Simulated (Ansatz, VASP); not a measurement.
## Pd in VASP and in Ansatz

INCAR

```
PREC = Accurate ; ENCUT = 520
EDIFF = 1E-7 ; ISMEAR = -1
SIGMA = 0.05 ; LREAL = F
LASPH = T ; NELM = 150
ALGO = Normal ; ISIF = 2
LWAVE = F ; LCHARG = T
ISPIN = 2 ; MAGMOM = 0.5 0.5
LORBIT = 11 ; LMAXMIX = 4
GGA = RE ; LELF = T
LVHAR = T ; NBANDS = 21
```

The input KPOINTS:

```
regular mesh
0
Gamma
  14 14 13
```

POSCAR

```
Pd
1.0
   -2.8526982192      3.2476482385      1.2875041249
    3.2476482385     -2.8526982192      1.2875041249
    1.8356118412      1.8356118412     -0.5641524411
Pd
2
Direct
    0.0079678054      0.9920321946      1.0000000000
    0.7420321946      0.2579678054      0.5000000000
```

Input for Ansatz:

```yaml
crystal:
  lattice:
    - [-2.8526982192, 3.2476482385, 1.2875041249]
    - [3.2476482385, -2.8526982192, 1.2875041249]
    - [1.8356118412, 1.8356118412, -0.5641524411]
  atoms:
    - { symbol: Pd, position: [0.0079678054, 0.9920321946, 1.0], spin: 0.5 }
    - { symbol: Pd, position: [0.7420321946, 0.2579678054, 0.5], spin: 0.5 }
hamiltonian:
  xc: revpbe
  pseudopotentials:
    kind: paw
    azcp:
      Pd: "pseudopotentials/Pd.paw.azcp"
basis:
  ecutwfc: 420
  fft_grid_basis: typed
kpoints:
  mp_grid: { grid: [14, 14, 13], shift: [0, 0, 0] }
magnetization:
  spin_polarized: true
scf:
  occupations: { method: fermi_dirac, width: 0.05 }
  lower_state_search: "off"
output:
  stress: true
```

Alike in both runs: task single point; functional revPBE; k mesh 14 × 14 × 13; occupations fermi-dirac, width 0.05 eV; collinear spin.

```csv
,VASP,Ansatz
version,VASP 6.6.1,Ansatz 0.2.0
potentials or method,"VASP PAW PBE potentials, release 64 (Pd), cutoff 520 eV","plane waves (420 eV) with PAW, scalar-relativistic"
valence electrons in the cell,20,36
```

|  | VASP | Ansatz | Ansatz less VASP |
| --- | --- | --- | --- |
| pressure (GPa) | 14.3 | 14.7 | +0.38 |
| traceless stress, the component that is largest in VASP (GPa) | -0.86 | -0.86 | +0.001 |
| net moment per atom (μB) | 0.00 | 0.00 | 0.000 |

VASP's potentials were made for PBE, not for revPBE. VASP's potentials hold 20 valence electrons a cell and Ansatz's 36, so a difference there can come from the potentials and not from the codes. Ansatz's warnings: seeded moment not kept.
